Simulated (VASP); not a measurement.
# BaTiO3 (P4mm) in VASP: further runs, part 2 of 2

VASP 6.6.1.

## Step 3: Single point, PBE (strain +0.015 along x and y, +0.000 along z)

Input file INCAR:

```
SYSTEM = BaTiO3
  PREC = Accurate
  ENCUT = 1340
  EDIFF = 1E-6
  ISMEAR = 0
  SIGMA = 0.05
  LREAL = .FALSE.
  LASPH = .TRUE.
  NELM = 120
  ALGO = Normal
  ISIF = 2
  LWAVE = .FALSE.
  LCHARG = .FALSE.
  GGA = PE
  NBANDS = 28
  GGA_COMPAT = .FALSE.
```

Input file KPOINTS:

```
regular mesh
0
G
  8 8 6
  0 0 0
```

Input file POSCAR:

```
BaTiO3
1.0
    4.0451339662      0.0000000000      0.0000000000
    0.0000000000      4.0451339662      0.0000000000
    0.0000000000      0.0000000000      4.2018072460
Ba Ti O
1 1 3
Direct
    0.0000000000      0.0000000000      0.9863187693
    0.5000000000      0.5000000000      0.4690806688
    0.5000000000      0.5000000000      0.0378497747
    0.5000000000      0.0000000000      0.5173753936
    0.0000000000      0.5000000000      0.5173753936
```

Potentials or basis: VASP PAW PBE potentials, release 64 (Ba_sv, Ti_sv, O_h).

Run with:

```bash
$ cat potpaw_PBE.64/Ba_sv/POTCAR potpaw_PBE.64/Ti_sv/POTCAR potpaw_PBE.64/O_h/POTCAR > POTCAR
$ mpirun -np 1 vasp_std > vasp.out
```

OUTCAR:

```text
SYSTEM = BaTiO3
   PREC = Accurate
   ENCUT = 1340
   EDIFF = 1E-6
   ISMEAR = 0
   LREAL = .FALSE.
   LASPH = .TRUE.
   NELM = 120
   ISIF = 2
   GGA = PE

 ion  position               nearest neighbor table
   1  0.000  0.000  0.986-   4 2.82   5 2.82   5 2.82   4 2.82   3 2.87   3 2.87   3 2.87   3 2.87
                             4 3.01   5 3.01   5 3.01   4 3.01   2 3.51   2 3.51   2 3.51   2 3.51
   2  0.500  0.500  0.469-   3 1.81   4 2.03   5 2.03   4 2.03   5 2.03   1 3.51   1 3.51   1 3.51
                             1 3.51   1 3.59   1 3.59   1 3.59   1 3.59
   3  0.500  0.500  0.038-   2 1.81   1 2.87   1 2.87   1 2.87   1 2.87
   4  0.500  0.000  0.517-   2 2.03   2 2.03   1 2.82   1 2.82   1 3.01   1 3.01
   5  0.000  0.500  0.517-   2 2.03   2 2.03   1 2.82   1 2.82   1 3.01   1 3.01

  LATTYP: Found a simple tetragonal cell.
 ALAT       =     4.0451339662
 C/A-ratio  =     1.0387312957

  Lattice vectors:

 A1 = (   4.0451339662,   0.0000000000,   0.0000000000)
 A2 = (   0.0000000000,   4.0451339662,   0.0000000000)
 A3 = (   0.0000000000,   0.0000000000,   4.2018072460)

Analysis of symmetry for initial positions (statically):
=====================================================================
 Subroutine PRICEL returns:
 Original cell was already a primitive cell.

 Routine SETGRP: Setting up the symmetry group for a
 simple tetragonal supercell.

 Subroutine GETGRP returns: Found  8 space group operations
 (whereof  8 operations were pure point group operations)
 out of a pool of 16 trial point group operations.

The static configuration has the point symmetry C_4v.

Analysis of symmetry for dynamics (positions and initial velocities):
=====================================================================
 Subroutine PRICEL returns:
 Original cell was already a primitive cell.

 Routine SETGRP: Setting up the symmetry group for a
 simple tetragonal supercell.

[... 124 lines left out ...]
   EFERMI =   0.00;   METHOD = LEGACY
   ISMEAR =     0;   SIGMA  =   0.05  broadening in eV -4-tet -1-fermi 0-gaus
   EFERMI_NEDOS =   21; number of points for ismear=-14 and -15
   IALGO  =     38    algorithm
   IMIX   =      4    mixing-type and parameters
     AMIX     =   0.40;   BMIX     =  1.00
     AMIX_MAG =   1.60;   BMIX_MAG =  1.00
  volume/ion in A,a.u.               =      13.75        92.80
  Fermi-wavevector in a.u.,A,eV,Ry     =   1.366661  2.582615 25.412454  1.867763
  Thomas-Fermi vector in A             =   2.492782
   LORBIT       =      0    0 simple, 1 ext, 2 COOP (PROOUT), +10 PAW based schemes
   GGA     = PE    functional components
   LHFCALC =     F    Hartree Fock is set to
   AEXX    =    0.0000 exact exchange contribution
   IVDW    =     0    specifies the selected vdW correction
   LEPSILON=     F    determine dielectric tensor
   LRPA    =     F    only Hartree local field effects (RPA)
 non-spin polarized calculation
 Gauss-broadening in eV      SIGMA  =   0.05
  energy-cutoff  :     1340.00
  volume of cell :       68.75
 maximum number of plane-waves:      7692
   NGX = 25   NGY = 25   NGZ = 25

 number of electron      39.9999998 magnetization

 Free energy of the ion-electron system (eV)
  ---------------------------------------------------
  ext. energy  EPLUGINS =         0.00000000
  ---------------------------------------------------
  free energy    TOTEN  =       -40.05677768 eV

  energy without entropy =      -40.05677768  energy(sigma->0) =      -40.05677768

 E-fermi :   4.1275     XC(G=0): -10.8723

 val. band max:        3.8335893682   @ k =   0.5000   0.5000   0.5000
 cond. band min:       5.5711496188   @ k =   0.0000   0.0000   0.0000
 fundamental gap:      1.7375602506
 Fermi energy:         4.1275410425

 k-point     1 :       0.0000    0.0000    0.0000
  band No.  band energies     occupation
      1     -52.9099      2.00000
      2     -29.2315      2.00000
      3     -29.0917      2.00000
      4     -29.0917      2.00000
      5     -21.4008      2.00000
      6     -13.0923      2.00000
[... 733 lines left out ...]
     27      11.3308      0.00000
     28      11.9747      0.00000

 [... further k-points ...]
[... 5 lines left out ...]
  --------------------------------------------------------------------------------------
  -------------------------------------------------------------------------------------
  Total       -1.6579097     -1.6579097     -0.6296578      0.0000000      0.0000000      0.0000000
  in kB      -38.6339851    -38.6339851    -14.6728083      0.0000000      0.0000000      0.0000000
  external PRESSURE =     -30.6469262 kB  Pullay stress =       0.0000000 kB

 VOLUME and BASIS-vectors are now :
 -----------------------------------------------------------------------------
  energy-cutoff  :     1340.00
  volume of cell :       68.75
      direct lattice vectors                 reciprocal lattice vectors
     4.045133966  0.000000000  0.000000000     0.247210601  0.000000000  0.000000000
     0.000000000  4.045133966  0.000000000     0.000000000  0.247210601  0.000000000
     0.000000000  0.000000000  4.201807246     0.000000000  0.000000000  0.237992831

 POSITION                                       TOTAL-FORCE (eV/Angst)
 -----------------------------------------------------------------------------------
      0.00000      0.00000      4.14432        -0.000000      0.000000      0.024624
      2.02257      2.02257      1.97099         0.000000     -0.000000     -0.012676
      2.02257      2.02257      0.15904         0.000000      0.000000      0.088664
      2.02257      0.00000      2.17391         0.000000      0.000000     -0.050306
      0.00000      2.02257      2.17391         0.000000      0.000000     -0.050306
 -----------------------------------------------------------------------------------
    total drift:                                0.000000      0.000000     -0.000330

  FREE ENERGIE OF THE ION-ELECTRON SYSTEM (eV)
  ---------------------------------------------------
  free  energy   TOTEN  =       -40.0567776823 eV

  energy  without entropy=      -40.0567776823  energy(sigma->0) =      -40.05677768
```

Run time: 7.3 min. Hardware: 1 thread of AMD EPYC 7R13 (Zen 3), shared host; peak memory 0.63 GiB.

What came out:

- Free energy: -40.0568 eV
- Pressure: -3.1 GPa
- Largest force: 0.089 eV/Å
- Band gap on the k mesh: 1.74 eV (least direct gap 2.27 eV)

Forces in eV/Å, atoms in the order of the input:
```
Ba   0.000  0.000  0.025
Ti   0.000  0.000 -0.013
O    0.000  0.000  0.089
O    0.000  0.000 -0.050
O    0.000  0.000 -0.050
```

Levels at points of the mesh, in eV from the valence-band top:
```csv
k point,band 17,band 18,band 19,band 20,band 21,band 22,band 23,band 24
"(0.00, 0.00, 0.00)",-1.22,-0.90,-0.54,-0.54,1.74,2.39,2.39,3.77
"(0.50, 0.00, 0.00)",-1.85,-1.62,-1.53,-1.31,2.45,3.26,3.38,3.95
"(0.50, 0.50, 0.00)",-2.03,-1.21,-1.21,-0.06,3.41,3.41,3.72,4.01
"(0.00, 0.00, 0.50)",-1.98,-1.89,-0.72,-0.72,1.86,3.38,3.38,3.78
"(0.50, 0.00, 0.50)",-1.83,-1.11,-1.04,-0.47,3.31,3.39,3.60,4.51
"(0.50, 0.50, 0.50)",-2.62,-0.41,-0.41,0.00,3.83,3.83,3.87,5.80
```

Caveat: the cell differs from its parent crystal (strain +0.015 along x and y, +0.000 along z); the cell stands under tension; spin-orbit coupling is left out, which moves the levels of the heavy elements. A k mesh can miss the band edges.

## Step 4: Single point, PBE (strain -0.015 along x and y, +0.030 along z)

Input file INCAR:

```
PREC = Accurate
ENCUT = 1340
EDIFF = 1E-6
ISMEAR = 0
SIGMA = 0.05
LREAL = F
LASPH = T
NELM = 120
ALGO = Normal
ISIF = 2
LWAVE = F
LCHARG = T
GGA = PE
LELF = T
LVHAR = T
NBANDS = 28
GGA_COMPAT = F
```

Input file KPOINTS:

```
regular mesh
0
Gamma
  8 8 6
```

POSCAR, as its differences from that of step 3:

```diff
@@ -2,5 +2,5 @@
 1.0
-    4.0451339662      0.0000000000      0.0000000000
-    0.0000000000      4.0451339662      0.0000000000
-    0.0000000000      0.0000000000      4.2018072460
+    3.9255733564      0.0000000000      0.0000000000
+    0.0000000000      3.9255733564      0.0000000000
+    0.0000000000      0.0000000000      4.3278614634
 Ba Ti O
```

Run with:

```bash
$ cat potpaw_PBE.64/Ba_sv/POTCAR potpaw_PBE.64/Ti_sv/POTCAR potpaw_PBE.64/O_h/POTCAR > POTCAR
$ mpirun -np 1 vasp_std > vasp.out
```

Wall time 6.5 min (1 thread of Intel Xeon Platinum 8375C at 2.90GHz (Ice Lake), shared host); peak memory 0.67 GiB.

It converged, with:

| Item | Value |
| --- | --- |
| Free energy | -40.0219 eV |
| Pressure | 2.0 GPa |
| Largest force | 0.656 eV/Å |
| Band gap on the k mesh | 1.78 eV (least direct gap 2.42 eV) |

Forces on the atoms (eV/Å):
```
Ba   0.000  0.000 -0.018
Ti   0.000  0.000 -0.656
O    0.000  0.000  0.630
O    0.000  0.000  0.022
O    0.000  0.000  0.022
```

Stress tensor (GPa, compression positive):
```
 4.56  0.00  0.00
 0.00  4.56  0.00
 0.00  0.00 -3.02
```

Levels at points of the mesh, in eV from the valence-band top:
```
           k point  band 16  band 17  band 18  band 19  band 20  band 21  band 22  band 23  band 24  band 25
(0.00, 0.00, 0.00)    -1.63    -1.49    -1.08    -0.65    -0.65     1.78     2.35     2.35     3.97     4.11
(0.50, 0.00, 0.00)    -2.17    -2.10    -1.89    -1.70    -1.41     2.43     3.48     3.53     3.88     5.57
(0.50, 0.50, 0.00)    -3.17    -2.09    -1.03    -1.03    -0.04     3.57     3.57     3.76     3.99     7.51
(0.00, 0.00, 0.50)    -2.07    -1.96    -1.96    -0.76    -0.76     1.87     3.19     3.19     4.12     5.60
(0.50, 0.00, 0.50)    -2.71    -1.93    -1.40    -1.27    -0.69     3.21     3.53     3.59     4.85     6.69
(0.50, 0.50, 0.50)    -2.59    -2.59    -0.58    -0.58     0.00     3.82     3.82     4.13     5.80     6.17
```

Caveat: the cell differs from its parent crystal (strain -0.015 along x and y, +0.030 along z); the stress differs along the axes, from -3 to 5 GPa; spin-orbit coupling is left out, which moves the levels of the heavy elements. A k mesh can miss the band edges.

## Step 5: Single point, PBE (strain +0.000 along x and y, -0.015 along z)

Input file INCAR:

```
SYSTEM = BaTiO3
PREC     = Accurate       ! precision mode
ENCUT    = 1340           ! plane-wave cutoff, eV
EDIFF    = 1E-6           ! SCF threshold, eV
ISMEAR   = 0              ! smearing method
SIGMA    = 0.05           ! smearing width, eV
LREAL    = .False.        ! projectors in reciprocal space
LASPH    = .True.         ! aspherical terms in the spheres
NELM     = 120            ! most SCF steps
ALGO     = Normal         ! electronic algorithm
ISIF     = 2              ! what is computed and relaxed
LWAVE    = .False.        ! write WAVECAR
LCHARG   = .False.        ! write CHGCAR
GGA      = PE             ! functional
NBANDS   = 28             ! bands
GGA_COMPAT= .False.
```

Input file KPOINTS:

```
Automatic mesh
0
Gamma
  8 8 6
  0 0 0
```

POSCAR, as its differences from that of step 4:

```diff
@@ -2,5 +2,5 @@
 1.0
-    3.9255733564      0.0000000000      0.0000000000
-    0.0000000000      3.9255733564      0.0000000000
-    0.0000000000      0.0000000000      4.3278614634
+    3.9853536613      0.0000000000      0.0000000000
+    0.0000000000      3.9853536613      0.0000000000
+    0.0000000000      0.0000000000      4.1387801373
 Ba Ti O
```

Potentials or basis: VASP PAW PBE potentials, release 64 (Ba_sv, Ti_sv, O_h).

Run with:

```bash
$ cat potpaw_PBE.64/Ba_sv/POTCAR potpaw_PBE.64/Ti_sv/POTCAR potpaw_PBE.64/O_h/POTCAR > POTCAR
$ mpirun -np 1 vasp_std > vasp.out
```

OUTCAR:

```text
SYSTEM = BaTiO3
   PREC = Accurate
   ENCUT = 1340
   EDIFF = 1E-6
   ISMEAR = 0
   LREAL = .False.
   LASPH = .True.
   NELM = 120
   ISIF = 2
   GGA = PE

 ion  position               nearest neighbor table
   1  0.000  0.000  0.986-   4 2.78   5 2.78   5 2.78   4 2.78   3 2.83   3 2.83   3 2.83   3 2.83
                             4 2.97   5 2.97   5 2.97   4 2.97   2 3.45   2 3.45   2 3.45   2 3.45
   2  0.500  0.500  0.469-   3 1.78   4 2.00   5 2.00   4 2.00   5 2.00   1 3.45   1 3.45   1 3.45
                             1 3.45   1 3.54   1 3.54   1 3.54   1 3.54
[... 953 lines left out ...]
  -------------------------------------------------------------------------------------
  Total        1.2216365      1.2216365      2.3568686      0.0000000      0.0000000      0.0000000
  in kB       29.7746386     29.7746386     57.4433644      0.0000000      0.0000000      0.0000000
  external PRESSURE =      38.9975472 kB  Pullay stress =       0.0000000 kB

 VOLUME and BASIS-vectors are now :
 -----------------------------------------------------------------------------
  energy-cutoff  :     1340.00
  volume of cell :       65.74
      direct lattice vectors                 reciprocal lattice vectors
     3.985353661  0.000000000  0.000000000     0.250918760  0.000000000  0.000000000
     0.000000000  3.985353661  0.000000000     0.000000000  0.250918760  0.000000000
     0.000000000  0.000000000  4.138780137     0.000000000  0.000000000  0.241617087

 POSITION                                       TOTAL-FORCE (eV/Angst)
 -----------------------------------------------------------------------------------
      0.00000      0.00000      4.08216        -0.000000      0.000000      0.092787
      1.99268      1.99268      1.94142        -0.000000      0.000000      0.488725
      1.99268      1.99268      0.15665        -0.000000      0.000000     -0.530257
      1.99268      0.00000      2.14130        -0.000000      0.000000     -0.025627
      0.00000      1.99268      2.14130         0.000000      0.000000     -0.025627
 -----------------------------------------------------------------------------------
    total drift:                                0.000000      0.000000      0.000143

  FREE ENERGIE OF THE ION-ELECTRON SYSTEM (eV)
  ---------------------------------------------------
  free  energy   TOTEN  =       -40.0470596594 eV

  energy  without entropy=      -40.0470596594  energy(sigma->0) =      -40.04705966
```

OSZICAR:

```text
N       E                     dE             d eps       ncg     rms          rms(c)
DAV:   1     0.674254909243E+03    0.67425E+03   -0.35479E+04  3360   0.310E+03
DAV:   2     0.781921092701E+02   -0.59606E+03   -0.56977E+03  3460   0.649E+02
DAV:   3    -0.424481355111E+02   -0.12064E+03   -0.11440E+03  5200   0.214E+02
DAV:   4    -0.502274762768E+02   -0.77793E+01   -0.77463E+01  4364   0.533E+01
DAV:   5    -0.505808642526E+02   -0.35339E+00   -0.35308E+00  5404   0.108E+01    0.240E+01
DAV:   6    -0.401587598366E+02    0.10422E+02   -0.55032E+01  5132   0.679E+01    0.102E+01
DAV:   7    -0.402163823415E+02   -0.57623E-01   -0.11928E+01  4712   0.250E+01    0.732E+00
DAV:   8    -0.400491489839E+02    0.16723E+00   -0.71719E-01  4168   0.739E+00    0.402E+00
DAV:   9    -0.400705326648E+02   -0.21384E-01   -0.41196E-01  5052   0.610E+00    0.159E+00
DAV:  10    -0.400529509202E+02    0.17582E-01   -0.12261E-01  4552   0.343E+00    0.686E-01
DAV:  11    -0.400484526662E+02    0.44983E-02   -0.15472E-02  4516   0.126E+00    0.406E-01
DAV:  12    -0.400470413553E+02    0.14113E-02   -0.73485E-03  4012   0.535E-01    0.511E-02
DAV:  13    -0.400470514600E+02   -0.10105E-04   -0.38326E-04  3972   0.168E-01    0.274E-02
DAV:  14    -0.400470574536E+02   -0.59936E-05   -0.57256E-05  4608   0.657E-02    0.178E-02
DAV:  15    -0.400470594394E+02   -0.19858E-05   -0.27495E-05  4564   0.537E-02    0.800E-03
DAV:  16    -0.400470596594E+02   -0.22003E-06   -0.44636E-06  4012   0.167E-02
   1 F= -.40047060E+02 E0= -.40047060E+02  d E =-.168362E-27
```

Run time: 6.6 min. Hardware: 1 thread of Intel Xeon Platinum 8259CL at 2.50GHz (Skylake/Cascade Lake), shared host; peak memory 0.65 GiB.

Results:

- Free energy: -40.0471 eV
- Pressure: 3.9 GPa
- Largest force: 0.530 eV/Å
- Band gap on the k mesh: 1.83 eV (least direct gap 2.37 eV)

Forces in eV/Å, atoms in the order of the input:
```
Ba   0.000  0.000  0.093
Ti   0.000  0.000  0.489
O    0.000  0.000 -0.530
O    0.000  0.000 -0.026
O    0.000  0.000 -0.026
```

Stress tensor (GPa, compression positive):
```
2.98 0.00 0.00
0.00 2.98 0.00
0.00 0.00 5.74
```

Levels at points of the mesh, in eV from the valence-band top:
| k point | band 16 | band 17 | band 18 | band 19 | band 20 | band 21 | band 22 | band 23 | band 24 | band 25 |
| --- | --- | --- | --- | --- | --- | --- | --- | --- | --- | --- |
| (0.00, 0.00, 0.00) | -1.80 | -1.30 | -0.88 | -0.54 | -0.54 | 1.83 | 2.52 | 2.52 | 4.08 | 4.40 |
| (0.50, 0.00, 0.00) | -1.99 | -1.92 | -1.67 | -1.56 | -1.33 | 2.60 | 3.48 | 3.61 | 4.25 | 5.60 |
| (0.50, 0.50, 0.00) | -2.98 | -2.01 | -1.21 | -1.21 | -0.07 | 3.65 | 3.65 | 3.96 | 4.31 | 7.49 |
| (0.00, 0.00, 0.50) | -2.28 | -2.03 | -2.02 | -0.73 | -0.73 | 1.97 | 3.61 | 3.61 | 4.08 | 6.06 |
| (0.50, 0.00, 0.50) | -2.64 | -1.82 | -1.11 | -1.03 | -0.49 | 3.53 | 3.62 | 3.84 | 4.87 | 7.25 |
| (0.50, 0.50, 0.50) | -2.67 | -2.64 | -0.42 | -0.42 | 0.00 | 4.09 | 4.09 | 4.13 | 6.04 | 6.47 |

Caveat: the cell differs from its parent crystal (strain +0.000 along x and y, -0.015 along z); the cell stands under pressure; spin-orbit coupling is left out, which moves the levels of the heavy elements. A k mesh can miss the band edges.

## Step 6: Single point, PBE (strain +0.030 along x and y, -0.030 along z)

Input file INCAR:

```
ALGO = Normal
EDIFF = 1E-6
ENCUT = 1340
GGA = PE
GGA_COMPAT = F
ISIF = 2
ISMEAR = 0
LASPH = T
LCHARG = F
LREAL = F
LWAVE = F
NBANDS = 28
NELM = 120
PREC = Accurate
SIGMA = 0.05
```

Input file KPOINTS:

```
k-points
0
Gamma
  8 8 6
```

POSCAR, as its differences from that of step 5:

```diff
@@ -2,5 +2,5 @@
 1.0
-    3.9853536613      0.0000000000      0.0000000000
-    0.0000000000      3.9853536613      0.0000000000
-    0.0000000000      0.0000000000      4.1387801373
+    4.1049142711      0.0000000000      0.0000000000
+    0.0000000000      4.1049142711      0.0000000000
+    0.0000000000      0.0000000000      4.0757530286
 Ba Ti O
```

Potentials or basis: VASP PAW PBE potentials, release 64 (Ba_sv, Ti_sv, O_h).

Run with:

```bash
$ cat potpaw_PBE.64/Ba_sv/POTCAR potpaw_PBE.64/Ti_sv/POTCAR potpaw_PBE.64/O_h/POTCAR > POTCAR
$ mpirun -np 1 vasp_std > vasp.out
```

Wall time 8.9 min (1 thread of AMD EPYC 7R13 (Zen 3), shared host); peak memory 0.65 GiB.

It converged, with:

```
Free energy            : -39.9780 eV
Pressure               : -2.3 GPa
Largest force          : 0.877 eV/Å
Band gap on the k mesh : 1.76 eV (least direct gap 2.22 eV)
```

Forces in eV/Å, atoms in the order of the input:
```
Ba   0.000  0.000  0.071
Ti   0.000  0.000  0.877
O    0.000  0.000 -0.807
O    0.000  0.000 -0.071
O    0.000  0.000 -0.071
```

Stress tensor (GPa, compression positive):
```
-5.72  0.00  0.00
 0.00 -5.72  0.00
 0.00  0.00  4.41
```

Levels at points of the mesh, in eV from the valence-band top:
| k point | band 18 | band 19 | band 20 | band 21 | band 22 | band 23 |
| --- | --- | --- | --- | --- | --- | --- |
| (0.00, 0.00, 0.00) | -0.77 | -0.46 | -0.46 | 1.76 | 2.50 | 2.50 |
| (0.50, 0.00, 0.00) | -1.44 | -1.43 | -1.23 | 2.55 | 3.22 | 3.40 |
| (0.50, 0.50, 0.00) | -1.32 | -1.32 | -0.09 | 3.43 | 3.43 | 3.65 |
| (0.00, 0.00, 0.50) | -1.82 | -0.69 | -0.69 | 1.92 | 3.67 | 3.67 |
| (0.50, 0.00, 0.50) | -0.92 | -0.87 | -0.37 | 3.27 | 3.68 | 3.80 |
| (0.50, 0.50, 0.50) | -0.27 | -0.27 | 0.00 | 3.82 | 4.01 | 4.01 |

Caveat: the cell differs from its parent crystal (strain +0.030 along x and y, -0.030 along z); the stress differs along the axes, from -6 to 4 GPa; spin-orbit coupling is left out, which moves the levels of the heavy elements.

## Step 7: Summary

```csv
cell,gap on the mesh (eV),pressure (GPa),largest force (eV/Å)
"a = 4.105, b = 4.105, c = 4.139 Å, 5 atoms",1.72,-4.7,0.36
"a = 4.045, b = 4.045, c = 4.202 Å, 5 atoms",1.74,-3.1,0.09
"a = 3.926, b = 3.926, c = 4.328 Å, 5 atoms",1.78,2.0,0.66
"a = 3.985, b = 3.985, c = 4.139 Å, 5 atoms",1.83,3.9,0.53
"a = 4.105, b = 4.105, c = 4.076 Å, 5 atoms",1.76,-2.3,0.88
```

Alike in all rows: task single point; level PBE; potentials or basis VASP PAW PBE potentials, release 64 (Ba_sv, Ti_sv, O_h); no spin polarisation; k mesh 8 × 8 × 6; cutoff (eV) 1340; smearing gaussian 0.05 eV.

Caveats: spin-orbit coupling is left out, which moves the levels of the heavy elements; the stress differs along the axes, from -7 to -0 GPa (at least some runs); the cell stands under tension (at least some runs); the stress differs along the axes, from -3 to 5 GPa (at least some runs); the cell stands under pressure (at least some runs); the stress differs along the axes, from -6 to 4 GPa (at least some runs).

Absolute energies hang on the potentials; compare differences alone.
